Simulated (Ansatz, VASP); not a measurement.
Cu: VASP beside Ansatz

INCAR

```
ALGO     = Normal         # electronic algorithm
EDIFF    = 1E-6           # SCF threshold, eV
ENCUT    = 520            # plane-wave cutoff, eV
ISIF     = 2              # what is computed and relaxed
ISMEAR   = -1             # smearing method
LASPH    = True           # aspherical terms in the spheres
LCHARG   = False          # write CHGCAR
LREAL    = False          # projectors in reciprocal space
LWAVE    = False          # write WAVECAR
NBANDS   = 12             # bands
NELM     = 80             # most SCF steps
PREC     = Accurate       # precision mode
SIGMA    = 0.05           # smearing width, eV
```

File KPOINTS:

```
k-points
0
Gamma
  18 18 18
```

POSCAR

```
Cu
1.0
    0.0000000000      1.6332144427      1.6332144427
    1.6332144427      0.0000000000      1.6332144427
    1.6332144427      1.6332144427      0.0000000000
Cu
1
Direct
    0.0000000000      0.0000000000      0.0000000000
```

Input for Ansatz:

```yaml
crystal:
  lattice:
    - [0.0, 1.6332144427, 1.6332144427]
    - [1.6332144427, 0.0, 1.6332144427]
    - [1.6332144427, 1.6332144427, 0.0]
  atoms:
    - { symbol: Cu, position: [0.0, 0.0, 0.0] }
kpoints:
  mp_grid: { grid: [18, 18, 18] }
scf:
  occupations: { method: fermi_dirac, width: 0.05 }
hamiltonian:
  xc: lda
  pseudopotentials: { kind: all_electron, lapw: { basis_error: 0.001 } }
output:
  forces: true
  stress: true
  eigenvalues: true
  populations: true
```

Change from the starting cell: volume scaled by 0.8, LAPW.

Alike in both runs: task single point; functional LDA; k mesh 18 × 18 × 18; occupations fermi-dirac, width 0.05 eV; no spin polarisation.

|  | VASP | Ansatz |
| --- | --- | --- |
| version | VASP 6.6.1 | Ansatz 0.2.0 |
| potentials or method | VASP PAW LDA potentials, release 64 (Cu), cutoff 520 eV | all-electron LAPW, scalar-relativistic |

VASP gave:

```
pressure (GPa) : 74.0
```

Q: Estimate Ansatz's values.

A: Pressure (GPa): 73.0.

LDA's correlation is that of Perdew and Zunger in VASP and of Perdew and Wang (1992) in Ansatz. Both programs put the cell under a high pressure, so it lies far from rest at this level. Ansatz ran all-electron here, and VASP with PAW potentials.

Noted on VASP's run: the cell as given lies far from equilibrium.
